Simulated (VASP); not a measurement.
# AlGaN2 (P-4m2) in VASP: notebook

The runs below take AlGaN2 through single point, with r2SCAN.

Everything below comes from runs of VASP 6.6.1. Logs are shortened: lines on timing, memory, paths and dates and some standing lists are left out, and cuts for length are marked.

### Step 1. The cell of the first run

It takes space group P-4m2 (No. 115, tetragonal). The conventional cell has a = 3.139 Å, b = 3.139 Å, c = 4.422 Å, α = 90.00°, β = 90.00°, γ = 90.00°. Al (site symmetry -4m2) has 4 N at 1.89 Å within 2.5 Å. Within 2.6 Å of Ga (site symmetry -4m2) lie 4 N at 1.95 Å. Within 2.5 Å of N (site symmetry 2mm) lie 2 Al at 1.89 Å and 2 Ga at 1.95 Å.

### Step 2. Single point, r2SCAN

The input, POSCAR:

```
AlGaN2
1.0
    3.1385264203      0.0000000000      0.0000000000
    0.0000000000      3.1385264203      0.0000000000
    0.0000000000      0.0000000000      4.4223567285
Al Ga N
1 1 2
Direct
    0.5000000000      0.5000000000      0.5000000000
    0.0000000000      0.0000000000      0.0000000000
    0.5000000000      0.0000000000      0.7390831711
    0.0000000000      0.5000000000      0.2609168289
```

The input, INCAR.step1:

```
SYSTEM = AlGaN2
PREC     = Accurate       ! precision mode
ENCUT    = 520            ! plane-wave cutoff, eV
ISMEAR   = 0              ! smearing method
SIGMA    = 0.02           ! smearing width, eV
LREAL    = .FALSE.        ! projectors in reciprocal space
LASPH    = .TRUE.         ! aspherical terms in the spheres
NELM     = 80             ! most SCF steps
NBANDS   = 21             ! bands
GGA      = PE             ! functional
ALGO     = Normal         ! electronic algorithm
EDIFF    = 1E-4           ! SCF threshold, eV
LWAVE    = .TRUE.         ! write WAVECAR
LCHARG   = .FALSE.        ! write CHGCAR
```

The input, INCAR.step2:

```
SYSTEM = AlGaN2
PREC     = Accurate       ! precision mode
ENCUT    = 520            ! plane-wave cutoff, eV
EDIFF    = 1E-6           ! SCF threshold, eV
ISMEAR   = 0              ! smearing method
SIGMA    = 0.02           ! smearing width, eV
LREAL    = .FALSE.        ! projectors in reciprocal space
LASPH    = .TRUE.         ! aspherical terms in the spheres
NELM     = 80             ! most SCF steps
ALGO     = Normal         ! electronic algorithm
ISIF     = 2              ! what is computed and relaxed
LWAVE    = .FALSE.        ! write WAVECAR
LCHARG   = .FALSE.        ! write CHGCAR
METAGGA  = R2SCAN         ! meta-GGA
LMIXTAU  = .TRUE.       
NBANDS   = 21             ! bands
ISTART   = 1
```

The input, KPOINTS:

```
Automatic mesh
0
G
  8 8 6
  0 0 0
```

Potentials or basis: VASP PAW PBE potentials, release 64 (Al, Ga_d, N).

On the command line:

```bash
> cat potpaw_PBE.64/Al/POTCAR potpaw_PBE.64/Ga_d/POTCAR potpaw_PBE.64/N/POTCAR > POTCAR
> cp INCAR.step1 INCAR
> mpirun -np 1 vasp_std > vasp.out
> cp INCAR.step2 INCAR
> mpirun -np 1 vasp_std > vasp.out
```

OUTCAR:

```text
SYSTEM = AlGaN2
   PREC = Accurate
   ENCUT = 520
   EDIFF = 1E-6
   ISMEAR = 0
   LREAL = .FALSE.
   LASPH = .TRUE.
   NELM = 80
   ISIF = 2
   METAGGA = R2SCAN
   ISTART = 1

 ion  position               nearest neighbor table
   1  0.500  0.500  0.500-   3 1.89   4 1.89   3 1.89   4 1.89   2 3.13   2 3.13   2 3.13   2 3.13
                             2 3.13   2 3.13   2 3.13   2 3.13
   2  0.000  0.000  0.000-   3 1.95   4 1.95   4 1.95   3 1.95   1 3.13   1 3.13   1 3.13   1 3.13
                             1 3.13   1 3.13   1 3.13   1 3.13
   3  0.500  0.000  0.739-   1 1.89   1 1.89   2 1.95   2 1.95
   4  0.000  0.500  0.261-   1 1.89   1 1.89   2 1.95   2 1.95

  LATTYP: Found a simple tetragonal cell.
 ALAT       =     3.1385264203
 C/A-ratio  =     1.4090551221

  Lattice vectors:

 A1 = (   3.1385264203,   0.0000000000,   0.0000000000)
 A2 = (   0.0000000000,   3.1385264203,   0.0000000000)
 A3 = (   0.0000000000,   0.0000000000,   4.4223567285)

Analysis of symmetry for initial positions (statically):
=====================================================================
 Subroutine PRICEL returns:
 Original cell was already a primitive cell.

 Routine SETGRP: Setting up the symmetry group for a
 simple tetragonal supercell.

 Subroutine GETGRP returns: Found  8 space group operations
 (whereof  8 operations were pure point group operations)
 out of a pool of 16 trial point group operations.

The static configuration has the point symmetry D_2d.

Analysis of symmetry for dynamics (positions and initial velocities):
=====================================================================
 Subroutine PRICEL returns:
 Original cell was already a primitive cell.

 Routine SETGRP: Setting up the symmetry group for a
 simple tetragonal supercell.

 Subroutine GETGRP returns: Found  8 space group operations
 (whereof  8 operations were pure point group operations)
 out of a pool of 16 trial point group operations.

The dynamic configuration has the point symmetry D_2d.

 Subroutine INISYM returns: Found  8 space group operations
 (whereof  8 operations are pure point group operations),
 and found     1 'primitive' translations

----------------------------------------------------------------------------------------

                                     Primitive cell

  volume of cell :      43.5618

  direct lattice vectors                    reciprocal lattice vectors
     3.138526420  0.000000000  0.000000000     0.318620864  0.000000000  0.000000000
     0.000000000  3.138526420  0.000000000     0.000000000  0.318620864  0.000000000
     0.000000000  0.000000000  4.422356728     0.000000000  0.000000000  0.226123775

  length of vectors
     3.138526420  3.138526420  4.422356728     0.318620864  0.318620864  0.226123775

  position of ions in fractional coordinates (direct lattice)
     0.500000000  0.500000000  0.500000000
     0.000000000  0.000000000  0.000000000
     0.500000000  0.000000000  0.739083171
     0.000000000  0.500000000  0.260916829

  ion indices of the primitive-cell ions
   primitive index   ion index
                 1           1
                 2           2
                 3           3
                 4           4

----------------------------------------------------------------------------------------

 KPOINTS: Automatic mesh

Automatic generation of k-mesh.
 Grid dimensions read from file:
 generate k-points for:    8    8    6

 Generating k-lattice:

  Cartesian coordinates                     Fractional coordinates (reciprocal lattice)
     0.039827608  0.000000000  0.000000000     0.125000000  0.000000000  0.000000000
     0.000000000  0.039827608  0.000000000     0.000000000  0.125000000  0.000000000
     0.000000000  0.000000000  0.037687296     0.000000000  0.000000000  0.166666667

  Length of vectors
     0.039827608  0.039827608  0.037687296

  Shift w.r.t. Gamma in fractional coordinates (k-lattice)
     0.000000000  0.000000000  0.000000000

 Subroutine IBZKPT returns following result:
 ===========================================

 Found     60 irreducible k-points:

 Following reciprocal coordinates:
            Coordinates               Weight
  0.000000  0.000000  0.000000      1.000000
  0.125000  0.000000  0.000000      4.000000
  0.250000  0.000000  0.000000      4.000000
  0.375000  0.000000  0.000000      4.000000
  0.500000  0.000000  0.000000      2.000000
  0.125000  0.125000  0.000000      4.000000
[... 16 lines left out ...]
  0.375000  0.125000  0.166667     16.000000
  0.500000  0.125000  0.166667      8.000000
 [... further k-points ...]
   k-points           NKPTS =     60   k-points in BZ     NKDIM =     60   number of bands    NBANDS=     21
   number of dos      NEDOS =    301   number of ions     NIONS =      4
   total plane-waves  NPLWV =  20736
   dimension x,y,z NGX =    24 NGY =   24 NGZ =   36
   dimension x,y,z NGXF=    48 NGYF=   48 NGZF=   72
   ions per type =               1   1   2
   NGX,Y,Z   is equivalent  to a cutoff of  12.71, 12.71, 13.53 a.u.
   NGXF,Y,Z  is equivalent  to a cutoff of  25.43, 25.43, 27.07 a.u.
 SYSTEM =  AlGaN2
   PREC   = accura    normal or accurate (medium, high low for compatibility)
   ISTART =      1    job   : 0-new  1-cont  2-samecut
   ICHARG =      0    charge: 1-file 2-atom 10-const
   ISPIN  =      1    spin polarized calculation?
   LNONCOLLINEAR =      F non collinear calculations
   LSORBIT =      F    spin-orbit coupling
   LASPH  =      T    aspherical Exc in radial PAW
   ENCUT  =  520.0 eV  38.22 Ry    6.18 a.u.   5.84  5.84  8.22*2*pi/ulx,y,z
   NELM   =     80;   NELMIN=  2; NELMDL=  0     # of ELM steps
   EDIFF  = 0.1E-05   stopping-criterion for ELM
   LREAL  =      F    real-space projection
   EDIFFG = 0.1E-04   stopping-criterion for IOM
   NSW    =      0    number of steps for IOM
   IBRION =     -1    ionic relax: 0-MD 1-quasi-New 2-CG
   NFREE  =      0    steps in history (QN), initial steepest desc. (CG)
   ISIF   =      2    stress and relaxation
   ISYM   =      2    0-nonsym 1-usesym 2-fastsym
   POTIM  = 0.5000    time-step for ionic-motion
   TEBEG  =    0.0;   TEEND  =   0.0 temperature during run
   PSTRESS=    0.0 pullay stress
   NELECT =      26.0000    total number of electrons
   NUPDOWN=      -1.0000    fix difference up-down
   EMIN   =  10.00;   EMAX   =-10.00  energy-range for DOS
   EFERMI =   0.00;   METHOD = LEGACY
   ISMEAR =     0;   SIGMA  =   0.02  broadening in eV -4-tet -1-fermi 0-gaus
   EFERMI_NEDOS =   21; number of points for ismear=-14 and -15
   IALGO  =     38    algorithm
   IMIX   =      4    mixing-type and parameters
     AMIX     =   0.40;   BMIX     =  1.00
     AMIX_MAG =   1.60;   BMIX_MAG =  1.00
  volume/ion in A,a.u.               =      10.89        73.49
  Fermi-wavevector in a.u.,A,eV,Ry     =   1.378365  2.604732 25.849565  1.899889
  Thomas-Fermi vector in A             =   2.503433
   LORBIT       =      0    0 simple, 1 ext, 2 COOP (PROOUT), +10 PAW based schemes
   METAGGA = R2SCAN    functional components
   LHFCALC =     F    Hartree Fock is set to
   AEXX    =    0.0000 exact exchange contribution
   IVDW    =     0    specifies the selected vdW correction
   LEPSILON=     F    determine dielectric tensor
   LRPA    =     F    only Hartree local field effects (RPA)
 non-spin polarized calculation
 Gauss-broadening in eV      SIGMA  =   0.02
  energy-cutoff  :      520.00
  volume of cell :       43.56
 maximum number of plane-waves:      1208
 NGX is ok and might be reduce to    24
   NGX = 11   NGY = 11   NGZ = 17

 number of electron      25.9999981 magnetization

 Free energy of the ion-electron system (eV)
  ---------------------------------------------------
  ext. energy  EPLUGINS =         0.00000000
  ---------------------------------------------------
  free energy    TOTEN  =       -41.07488731 eV

  energy without entropy =      -41.07488731  energy(sigma->0) =      -41.07488731

 E-fermi :   5.5339     XC(G=0): -12.0768

 val. band max:        5.4007325150   @ k =   0.0000   0.0000   0.0000
 cond. band min:       8.7789070818   @ k =   0.0000   0.0000   0.0000
 fundamental gap:      3.3781745668
 Fermi energy:         5.5338949788

 k-point     1 :       0.0000    0.0000    0.0000
  band No.  band energies     occupation
      1     -10.8994      2.00000
      2      -9.3009      2.00000
      3      -7.9226      2.00000
      4      -7.9226      2.00000
      5      -7.8509      2.00000
      6      -7.6939      2.00000
[... 13 lines left out ...]
     20      19.2046      0.00000
     21      21.4629      0.00000

 k-point     2 :       0.1250    0.0000    0.0000
  band No.  band energies     occupation
      1     -10.7659      2.00000
      2      -9.3030      2.00000
      3      -7.9289      2.00000
      4      -7.9199      2.00000
      5      -7.8286      2.00000
      6      -7.7053      2.00000
[... 13 lines left out ...]
     20      18.9997      0.00000
     21      20.9510      0.00000

 k-point     3 :       0.2500    0.0000    0.0000
  band No.  band energies     occupation
      1     -10.4067      2.00000
      2      -9.3235      2.00000
      3      -7.9131      2.00000
      4      -7.9115      2.00000
      5      -7.7560      2.00000
      6      -7.7327      2.00000
[... 13 lines left out ...]
     20      18.4193      0.00000
     21      19.8194      0.00000
[... 457 lines left out ...]
 k-point    23 :       0.3750    0.1250    0.1667
  band No.  band energies     occupation
      1      -9.8340      2.00000
      2      -9.3827      2.00000
      3      -7.9137      2.00000
      4      -7.8172      2.00000
      5      -7.7805      2.00000
      6      -7.5070      2.00000
[... 13 lines left out ...]
     20      18.4114      0.00000
     21      18.7255      0.00000

 k-point    24 :       0.5000    0.1250    0.1667
  band No.  band energies     occupation
      1      -9.6093      2.00000
      2      -9.4612      2.00000
      3      -7.9070      2.00000
      4      -7.8005      2.00000
      5      -7.7932      2.00000
      6      -7.2447      2.00000
[... 13 lines left out ...]
     20      18.4474      0.00000
     21      18.4851      0.00000

 [... further k-points ...]
[... 5 lines left out ...]
  --------------------------------------------------------------------------------------
  -------------------------------------------------------------------------------------
  Total        0.0809558      0.0809558      0.1039641      0.0000000      0.0000000      0.0000000
  in kB        2.9775085      2.9775085      3.8237415      0.0000000      0.0000000      0.0000000
  external PRESSURE =       3.2595862 kB  Pullay stress =       0.0000000 kB

 VOLUME and BASIS-vectors are now :
 -----------------------------------------------------------------------------
  energy-cutoff  :      520.00
  volume of cell :       43.56
      direct lattice vectors                 reciprocal lattice vectors
     3.138526420  0.000000000  0.000000000     0.318620864  0.000000000  0.000000000
     0.000000000  3.138526420  0.000000000     0.000000000  0.318620864  0.000000000
     0.000000000  0.000000000  4.422356728     0.000000000  0.000000000  0.226123775

 POSITION                                       TOTAL-FORCE (eV/Angst)
 -----------------------------------------------------------------------------------
      1.56926      1.56926      2.21118        -0.000000      0.000000      0.000000
      0.00000      0.00000      0.00000         0.000000      0.000000      0.000000
      1.56926      0.00000      3.26849        -0.000000      0.000000     -0.090612
      0.00000      1.56926      1.15387        -0.000000     -0.000000      0.090612
 -----------------------------------------------------------------------------------
    total drift:                                0.000000      0.000000      0.000000

  FREE ENERGIE OF THE ION-ELECTRON SYSTEM (eV)
  ---------------------------------------------------
  free  energy   TOTEN  =       -41.0748873136 eV

  energy  without entropy=      -41.0748873136  energy(sigma->0) =      -41.07488731
```

Run time: 64 s. Hardware: 1 thread of Intel Xeon 6975P-C (Granite Rapids), shared host; peak memory 0.19 GiB.

Results:

```
Free energy            : -41.0749 eV
Pressure               : 0.3 GPa
Largest force          : 0.091 eV/Å
Band gap on the k mesh : 3.38 eV, direct
```

Forces in eV/Å, atoms in the order of the input:
```
Al   0.000  0.000  0.000
Ga   0.000  0.000  0.000
N    0.000  0.000 -0.091
N    0.000  0.000  0.091
```

Stress tensor (GPa, compression positive):
```
0.30 0.00 0.00
0.00 0.30 0.00
0.00 0.00 0.38
```

Levels at points of the mesh, in eV from the valence-band top:
| k point | band 11 | band 12 | band 13 | band 14 | band 15 | band 16 |
| --- | --- | --- | --- | --- | --- | --- |
| (0.00, 0.00, 0.00) | -0.22 | 0.00 | 0.00 | 3.38 | 4.08 | 8.38 |
| (0.50, 0.00, 0.00) | -2.90 | -1.05 | -0.67 | 7.79 | 7.83 | 8.74 |
| (0.50, 0.50, 0.00) | -2.32 | -2.32 | -2.31 | 3.84 | 3.84 | 7.01 |
| (0.00, 0.00, 0.50) | -1.63 | -0.99 | -0.99 | 5.84 | 5.99 | 8.71 |
| (0.50, 0.00, 0.50) | -0.91 | -0.61 | -0.55 | 5.83 | 7.31 | 10.02 |
| (0.50, 0.50, 0.50) | -3.35 | -3.24 | -3.24 | 6.78 | 6.78 | 9.63 |

Caveat: the PAW data sets were made with another functional, which shifts forces and pressure a little. A k mesh can miss the band edges.

(Part 1 of 2 ends here.)
